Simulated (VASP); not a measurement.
**Ga2BSb3: single point with PBE**

Crystal: Ga2BSb3.

```xyz
6
Lattice="5.8307 0.0000 0.0000 -2.9153 5.0495 0.0000 0.0000 0.0000 4.8049" Properties=species:S:1:pos:R:3 pbc="T T T"
Ga    0.0000    3.3663    4.0926
Ga    2.9153    1.6832    0.7123
B     0.0000    0.0000    2.4024
Sb    2.9153    0.0000    2.4024
Sb   -1.4577    2.5248    2.4024
Sb    1.4577    2.5248    2.4024
```

```yaml
Program: VASP 6.6.1
Task: single point
Functional: PBE
Potentials_or_basis: VASP PAW PBE potentials, release 64 (Ga_d, B, Sb)
Cutoff: 520 eV
k_mesh: 3 × 3 × 4
Occupations: gaussian, width 0.1 eV
Spin: no spin polarisation
Dipole_correction: no
Further_INCAR_settings: ALGO = Normal; EDIFF = 1e-06; NBANDS = 31
```

```yaml
Pressure: 23.2 GPa
Largest_force: 7.001 eV/Å
Band_gap_on_the_k_mesh: zero (band 22 reaches 6.91 eV, above the bottom of band 23 at 6.27 eV)
```

Forces in eV/Å, atoms in the order of the input:
```
Ga   0.000  0.000  7.001
Ga   0.000  0.000 -7.001
B    0.000  0.000  0.000
Sb   0.000  0.000  0.000
Sb   0.000  0.000  0.000
Sb   0.000  0.000  0.000
```

Stress tensor (GPa, compression positive):
```
20.20  0.00  0.00
 0.00 20.20  0.00
 0.00  0.00 29.06
```

Levels at points of the mesh, in eV from the Fermi level:
| k point | band 19 | band 20 | band 21 | band 22 | band 23 | band 24 | band 25 | band 26 |
| --- | --- | --- | --- | --- | --- | --- | --- | --- |
| (0.00, 0.00, 0.00) | -3.63 | -1.31 | -1.31 | -0.50 | 0.79 | 1.18 | 2.39 | 2.39 |
| (0.00, 0.00, 0.50) | -3.48 | -3.05 | -3.05 | 0.22 | 1.57 | 1.57 | 2.20 | 2.62 |

Run time: 24 s on 1 thread of Intel(R) Xeon(R) 6975P-C (Granite Rapids), on a shared host, peak memory 0.28 GiB.

Caveat: the k points lie up to 0.41 Å⁻¹ apart; spin-orbit coupling is left out, which moves the levels of the heavy elements; forces of over 1 eV/Å act on the atoms, so gaps and moduli don't describe the material at rest.
